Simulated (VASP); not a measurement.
Input of a VASP 6.6.1 run:

POSCAR

```
Na
1.0
    3.1869303511      0.0000000000      0.0000000000
   -1.5934651755      2.7599626442      0.0000000000
    0.0000000000      0.0000000000     10.4095129558
Na
4
Direct
    0.0000000000      0.0000000000      0.0000000000
    0.0000000000      0.0000000000      0.5000000000
    0.3333333333      0.6666666667      0.2500000000
    0.6666666667      0.3333333333      0.7500000000
```

The input INCAR.step1:

```
PREC = Accurate
ENCUT = 520
ISMEAR = 0
SIGMA = 0.1
LREAL = False
LASPH = True
NELM = 100
NBANDS = 22
GGA = PE
ALGO = Normal
EDIFF = 1E-4
LWAVE = True
LCHARG = False
```

File INCAR.step2:

```
PREC = Accurate
ENCUT = 520
EDIFF = 1E-6
ISMEAR = 0
SIGMA = 0.1
LREAL = False
LASPH = True
NELM = 100
ALGO = Normal
ISIF = 2
LWAVE = False
LCHARG = False
METAGGA = R2SCAN
LMIXTAU = True
NBANDS = 22
ISTART = 1
```

The input KPOINTS:

```
regular mesh
0
Gamma
  6 6 2
```

Potentials or basis: VASP PAW PBE potentials, release 64 (Na_pv).

The run is started by

```bash
$ cat potpaw_PBE.64/Na_pv/POTCAR > POTCAR
$ cp INCAR.step1 INCAR
$ mpirun -np 1 vasp_std > vasp.out
$ cp INCAR.step2 INCAR
$ mpirun -np 1 vasp_std > vasp.out
```

(1) What does it give for the band gap on the k mesh?

(2) Predict the pressure.

Answers

(1) zero (band 14 reaches 3.97 eV, above the bottom of band 15 at -0.99 eV).

(2) 9.5 GPa.

Caveat: the k points lie up to 0.38 Å⁻¹ apart; the PAW data sets were made with another functional, which shifts forces and pressure a little.
